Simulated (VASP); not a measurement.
Write the native input for VASP 6.6.1 that does the following.

```
Task                   : relaxation of cell and atoms
Functional             : r2SCAN
Potentials or basis    : VASP PAW PBE potentials, release 64 (Ta_pv)
Cutoff                 : 600 eV
k mesh                 : 11 × 11 × 11
Occupations            : methfessel-paxton, width 0.0905 eV
Spin                   : no spin polarisation
Dipole correction      : no
Further INCAR settings : ALGO = Normal; EDIFF = 1e-06; IBRION = 2; EDIFFG = -0.01; NSW = 60; ISIF = 3
```

Ta:

```
Ta
1.0
    -1.67249    1.67249    1.67249
     1.67249   -1.67249    1.67249
     1.67249    1.67249   -1.67249
Ta
1
Direct
  0.00000 0.00000 0.00000
```

These files were run (other wordings do the same):

POSCAR

```
Ta
1.0
   -1.6724900000      1.6724900000      1.6724900000
    1.6724900000     -1.6724900000      1.6724900000
    1.6724900000      1.6724900000     -1.6724900000
Ta
1
Direct
    0.0000000000      0.0000000000      0.0000000000
```

INCAR.step1

```
SYSTEM = Ta
PREC = Accurate
ENCUT = 600
ISMEAR = 1
SIGMA = 0.0905
LREAL = .False.
LASPH = .True.
NELM = 100
GGA = PE
ALGO = Normal
EDIFF = 1E-4
LWAVE = .True.
LCHARG = .False.
```

INCAR.step2

```
SYSTEM = Ta
PREC = Accurate
ENCUT = 600
EDIFF = 1E-6
ISMEAR = 1
SIGMA = 0.0905
LREAL = .False.
LASPH = .True.
NELM = 100
ALGO = Normal
ISIF = 3
LWAVE = .False.
LCHARG = .False.
METAGGA = R2SCAN
LMIXTAU = .True.
IBRION = 2
NSW = 60
EDIFFG = -0.01
ISTART = 1
```

KPOINTS

```
regular mesh
0
Gamma
  11 11 11
  0 0 0
```

Potentials or basis: VASP PAW PBE potentials, release 64 (Ta_pv).

Run with:

```sh
$ cat potpaw_PBE.64/Ta_pv/POTCAR > POTCAR
$ cp INCAR.step1 INCAR
$ mpirun -np 1 vasp_std > vasp.out
$ cp INCAR.step2 INCAR
$ mpirun -np 1 vasp_std > vasp.out
```

Results of the run:

```json
{"Relaxed volume": "18.06 Å³/atom", "Relaxed cell": "a = 2.863 Å, b = 2.863 Å, c = 2.863 Å, α = 109.47°, β = 109.47°, γ = 109.47°", "Space group after relaxing (to 0.05 Å)": "Im-3m (No. 229)", "Energy gained by relaxing": "14.2 meV/atom", "Ionic steps": "3", "Pressure after relaxing": "-0.1 GPa"}
```

Caveat: the PAW data sets were made with another functional, which shifts forces and pressure a little.

Wall time 78 s on 1 thread of Intel(R) Xeon(R) Platinum 8259CL CPU @ 2.50GHz (Skylake/Cascade Lake), with other jobs on the host, peak memory 0.16 GiB.
